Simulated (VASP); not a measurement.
# BaTiO3 (P4mm) in VASP: notebook, part 2 of 2

VASP 6.6.1. The steps go on from the part before.

**4. Single point, revPBE+D3(BJ)**

This run uses another cell than the first one, of 13.11 Å³/atom, 1.041 times its volume.

The input, INCAR:

```
PREC     = Accurate       # precision mode
ENCUT    = 520            # plane-wave cutoff, eV
EDIFF    = 1E-7           # SCF threshold, eV
ISMEAR   = -1             # smearing method
SIGMA    = 0.05           # smearing width, eV
LREAL    = False          # projectors in reciprocal space
LASPH    = True           # aspherical terms in the spheres
NELM     = 60             # most SCF steps
ALGO     = Normal         # electronic algorithm
ISIF     = 2              # what is computed and relaxed
LWAVE    = False          # write WAVECAR
LCHARG   = False          # write CHGCAR
GGA      = RE             # functional
IVDW     = 12             # dispersion correction
NBANDS   = 28             # bands
```

The input, KPOINTS:

```
Automatic mesh
0
Gamma
  7 7 7
```

The input, POSCAR:

```
BaTiO3
1.0
    4.0262895137      0.0000000000      0.0000000000
    0.0000000000      4.0262895137      0.0000000000
    0.0000000000      0.0000000000      4.0446100470
Ba Ti O
1 1 3
Direct
    0.0000000000      0.0000000000      0.0000000000
    0.5000000000      0.5000000000      0.4900000000
    0.0000000000      0.5000000000      0.5170000000
    0.5000000000      0.0000000000      0.5170000000
    0.5000000000      0.5000000000      0.0190000000
```

Potentials or basis: VASP PAW PBE potentials, release 64 (Ba_sv, Ti_sv, O).

Run with:

```sh
> cat potpaw_PBE.64/Ba_sv/POTCAR potpaw_PBE.64/Ti_sv/POTCAR potpaw_PBE.64/O/POTCAR > POTCAR
> mpirun -np 1 vasp_std > vasp.out
```

OUTCAR:

```text
PREC = Accurate
   ENCUT = 520
   EDIFF = 1E-7
   ISMEAR = -1
   LREAL = False
   LASPH = True
   NELM = 60
   ISIF = 2
   GGA = RE
   IVDW = 12
 IVDW          = 12

 ion  position               nearest neighbor table
   1  0.000  0.000  0.000-   3 2.81   4 2.81   3 2.81   4 2.81   5 2.85   5 2.85   5 2.85   5 2.85
                             4 2.90   3 2.90   4 2.90   3 2.90   2 3.47   2 3.47   2 3.47   2 3.47
   2  0.500  0.500  0.490-   5 1.91   4 2.02   3 2.02   4 2.02   3 2.02   5 2.14   1 3.47   1 3.47
[... 957 lines left out ...]
  -------------------------------------------------------------------------------------
  Total      -1.00125    -1.00125    -0.65560     0.00000     0.00000     0.00000
  in kB     -24.46615   -24.46615   -16.02010     0.00000     0.00000     0.00000
  external pressure =      -21.65 kB  Pullay stress =        0.00 kB

 VOLUME and BASIS-vectors are now :
 -----------------------------------------------------------------------------
  energy-cutoff  :      520.00
  volume of cell :       65.57
      direct lattice vectors                 reciprocal lattice vectors
     4.026289514  0.000000000  0.000000000     0.248367634  0.000000000  0.000000000
     0.000000000  4.026289514  0.000000000     0.000000000  0.248367634  0.000000000
     0.000000000  0.000000000  4.044610047     0.000000000  0.000000000  0.247242624

 POSITION                                       TOTAL-FORCE (eV/Angst)
 -----------------------------------------------------------------------------------
      0.00000      0.00000      0.00000        -0.000000     -0.000000      0.064277
      2.01314      2.01314      1.98186        -0.000000     -0.000000     -0.222245
      0.00000      2.01314      2.09106         0.000000      0.000000     -0.117731
      2.01314      0.00000      2.09106        -0.000000     -0.000000     -0.117731
      2.01314      2.01314      0.07685        -0.000000      0.000000      0.393431
 -----------------------------------------------------------------------------------
    total drift:                                0.000000      0.000000      0.000230

  FREE ENERGIE OF THE ION-ELECTRON SYSTEM (eV)
  ---------------------------------------------------
  free  energy   TOTEN  =       -40.5968029032 eV

  energy  without entropy=      -40.5968029023  energy(sigma->0) =      -40.59680290
```

OSZICAR:

```text
N       E                     dE             d eps       ncg     rms          rms(c)
DAV:   1     0.439547832587E+03    0.43955E+03   -0.20865E+04  2240   0.154E+03
DAV:   2    -0.332488183464E+01   -0.44287E+03   -0.42138E+03  2548   0.427E+02
DAV:   3    -0.470042187578E+02   -0.43679E+02   -0.43315E+02  3072   0.133E+02
DAV:   4    -0.491029091937E+02   -0.20987E+01   -0.20935E+01  3344   0.247E+01
DAV:   5    -0.491720749888E+02   -0.69166E-01   -0.69154E-01  3040   0.340E+00    0.226E+01
DAV:   6    -0.383886985238E+02    0.10783E+02   -0.57269E+01  3304   0.657E+01    0.983E+00
DAV:   7    -0.383761645543E+02    0.12534E-01   -0.10420E+01  3016   0.235E+01    0.652E+00
DAV:   8    -0.382030308784E+02    0.17313E+00   -0.59198E-01  2784   0.675E+00    0.358E+00
DAV:   9    -0.382479451761E+02   -0.44914E-01   -0.42809E-01  3212   0.583E+00    0.171E+00
DAV:  10    -0.382194712985E+02    0.28474E-01   -0.17867E-01  2636   0.422E+00    0.563E-01
DAV:  11    -0.382153004065E+02    0.41709E-02   -0.16740E-02  2768   0.808E-01    0.164E-01
DAV:  12    -0.382152796921E+02    0.20714E-04   -0.11568E-03  2592   0.251E-01    0.486E-02
DAV:  13    -0.382152911527E+02   -0.11461E-04   -0.23377E-04  2688   0.153E-01    0.198E-02
DAV:  14    -0.382153087306E+02   -0.17578E-04   -0.67880E-05  2960   0.564E-02    0.178E-02
DAV:  15    -0.382153132012E+02   -0.44706E-05   -0.62664E-05  3056   0.752E-02    0.214E-02
DAV:  16    -0.382153071097E+02    0.60915E-05   -0.16561E-05  2764   0.418E-02    0.123E-03
DAV:  17    -0.382153071343E+02   -0.24655E-07   -0.53634E-07  2760   0.448E-03
   1 F= -.40596803E+02 E0= -.40596803E+02  d E =-.911352E-09
```

Run time: 38 s. Hardware: 1 thread of Intel Xeon 6975P-C (Granite Rapids), shared host; peak memory 0.23 GiB.

What came out:

| Quantity | Value |
| --- | --- |
| Free energy | -40.5968 eV |
| Pressure | -2.2 GPa |
| Largest force | 0.393 eV/Å |
| Band gap on the k mesh | 1.85 eV, indirect (least direct gap 2.06 eV) |
| Dispersion energy per atom | -0.476 eV |

Forces on the atoms (eV/Å):
```
Ba   0.000  0.000  0.064
Ti   0.000  0.000 -0.222
O    0.000  0.000 -0.118
O    0.000  0.000 -0.118
O    0.000  0.000  0.393
```

Caveat: the PAW data sets were made with another functional, which shifts forces and pressure a little; spin-orbit coupling is left out, which moves the levels of the heavy elements.

**5. Single point, revPBE+D3(BJ)**

This run uses another cell than the first one, of 13.37 Å³/atom, 1.061 times its volume.

The input, INCAR:

```
SYSTEM = BaTiO3
PREC = Accurate ; ENCUT = 520
EDIFF = 1E-7 ; ISMEAR = -1
SIGMA = 0.05 ; LREAL = .False.
LASPH = .True. ; NELM = 80
ALGO = Normal ; ISIF = 2
LWAVE = .False. ; LCHARG = .False.
GGA = RE ; IVDW = 12
NBANDS = 28
```

The input, KPOINTS:

```
regular mesh
0
Gamma
  7 7 7
  0 0 0
```

POSCAR, as its differences from that of step 4:

```diff
@@ -2,5 +2,5 @@
 1.0
-    4.0262895137      0.0000000000      0.0000000000
-    0.0000000000      4.0262895137      0.0000000000
-    0.0000000000      0.0000000000      4.0446100470
+    4.0524349834      0.0000000000      0.0000000000
+    0.0000000000      4.0524349834      0.0000000000
+    0.0000000000      0.0000000000      4.0708744845
 Ba Ti O
```

Run with:

```sh
> cat potpaw_PBE.64/Ba_sv/POTCAR potpaw_PBE.64/Ti_sv/POTCAR potpaw_PBE.64/O/POTCAR > POTCAR
> mpirun -np 1 vasp_std > vasp.out
```

It took 37 s on 1 thread of Intel Xeon 6975P-C (Granite Rapids), shared host; peak memory 0.23 GiB.

Results (log left out):

```yaml
Free_energy: -40.5692 eV
Pressure: -5.0 GPa
Largest_force: 0.506 eV/Å
Band_gap_on_the_k_mesh: 1.81 eV, indirect (least direct gap 2.03 eV)
Dispersion_energy_per_atom: -0.467 eV
```

Forces in eV/Å, atoms in the order of the input:
```
Ba   0.000  0.000  0.047
Ti   0.000  0.000 -0.309
O    0.000  0.000 -0.122
O    0.000  0.000 -0.122
O    0.000  0.000  0.506
```

Stress tensor (GPa, compression positive):
```
-5.27  0.00  0.00
 0.00 -5.27  0.00
 0.00  0.00 -4.50
```

Levels at points of the mesh, in eV from the valence-band top:
```csv
k point,band 16,band 17,band 18,band 19,band 20,band 21,band 22,band 23,band 24,band 25
"(0.00, 0.00, 0.00)",-1.07,-0.98,-0.25,-0.22,-0.22,1.81,2.01,2.01,3.78,3.88
```

Caveat: the PAW data sets were made with another functional, which shifts forces and pressure a little; spin-orbit coupling is left out, which moves the levels of the heavy elements. revPBE gaps usually lie below the measured ones, often by a third to a half.

**6. Single point, revPBE+D3(BJ)**

This run uses another cell than the first one, of 13.63 Å³/atom, 1.082 times its volume.

The input, INCAR:

```
SYSTEM = BaTiO3
PREC     = Accurate       ! precision mode
ENCUT    = 520            ! plane-wave cutoff, eV
EDIFF    = 1E-6           ! SCF threshold, eV
ISMEAR   = -1             ! smearing method
SIGMA    = 0.05           ! smearing width, eV
LREAL    = .FALSE.        ! projectors in reciprocal space
LASPH    = .TRUE.         ! aspherical terms in the spheres
NELM     = 100            ! most SCF steps
ALGO     = Normal         ! electronic algorithm
ISIF     = 2              ! what is computed and relaxed
LWAVE    = .FALSE.        ! write WAVECAR
LCHARG   = .FALSE.        ! write CHGCAR
GGA      = RE             ! functional
IVDW     = 12             ! dispersion correction
NBANDS   = 28             ! bands
```

The input, KPOINTS:

```
regular mesh
0
G
  7 7 7
  0 0 0
```

POSCAR, as its differences from that of step 5:

```diff
@@ -2,5 +2,5 @@
 1.0
-    4.0524349834      0.0000000000      0.0000000000
-    0.0000000000      4.0524349834      0.0000000000
-    0.0000000000      0.0000000000      4.0708744845
+    4.0782473671      0.0000000000      0.0000000000
+    0.0000000000      4.0782473671      0.0000000000
+    0.0000000000      0.0000000000      4.0968043205
 Ba Ti O
```

Potentials or basis: VASP PAW PBE potentials, release 64 (Ba_sv, Ti_sv, O).

Run with:

```sh
> cat potpaw_PBE.64/Ba_sv/POTCAR potpaw_PBE.64/Ti_sv/POTCAR potpaw_PBE.64/O/POTCAR > POTCAR
> mpirun -np 1 vasp_std > vasp.out
```

It took 37 s on 1 thread of Intel Xeon 6975P-C (Granite Rapids), shared host; peak memory 0.23 GiB.

The run converged. Its results:

- Free energy: -40.5199 eV
- Pressure: -7.6 GPa
- Largest force: 0.610 eV/Å
- Band gap on the k mesh: 1.77 eV, indirect (least direct gap 2.00 eV)
- Dispersion energy per atom: -0.458 eV

Forces on the atoms (eV/Å):
```
Ba   0.000  0.000  0.031
Ti   0.000  0.000 -0.390
O    0.000  0.000 -0.125
O    0.000  0.000 -0.125
O    0.000  0.000  0.610
```

Stress tensor (GPa, compression positive):
```
-7.80  0.00  0.00
 0.00 -7.80  0.00
 0.00  0.00 -7.09
```

Levels at points of the mesh, in eV from the valence-band top:
```tsv
k point	band 18	band 19	band 20	band 21	band 22	band 23
(0.00, 0.00, 0.00)	-0.26	-0.24	-0.24	1.77	1.96	1.96
```

Caveat: the PAW data sets were made with another functional, which shifts forces and pressure a little; spin-orbit coupling is left out, which moves the levels of the heavy elements.

**7. Summary**

```tsv
cell	gap on the mesh (eV)	pressure (GPa)	largest force (eV/Å)
a = 3.973, b = 3.973, c = 3.991 Å, 5 atoms	1.94	4.6	0.15
a = 4.000, b = 4.000, c = 4.018 Å, 5 atoms	1.89	1.0	0.27
a = 4.026, b = 4.026, c = 4.045 Å, 5 atoms	1.85	-2.2	0.39
a = 4.052, b = 4.052, c = 4.071 Å, 5 atoms	1.81	-5.0	0.51
a = 4.078, b = 4.078, c = 4.097 Å, 5 atoms	1.77	-7.6	0.61
```

Alike in all rows: task single point; level revPBE+D3(BJ); potentials or basis VASP PAW PBE potentials, release 64 (Ba_sv, Ti_sv, O); no spin polarisation; k mesh 7 × 7 × 7; cutoff (eV) 520; smearing fermi-dirac 0.05 eV.

Caveats: the PAW data sets were made with another functional, which shifts forces and pressure a little; spin-orbit coupling is left out, which moves the levels of the heavy elements.

Total energies depend on the potentials used, so only differences within one code and one set of settings carry meaning.
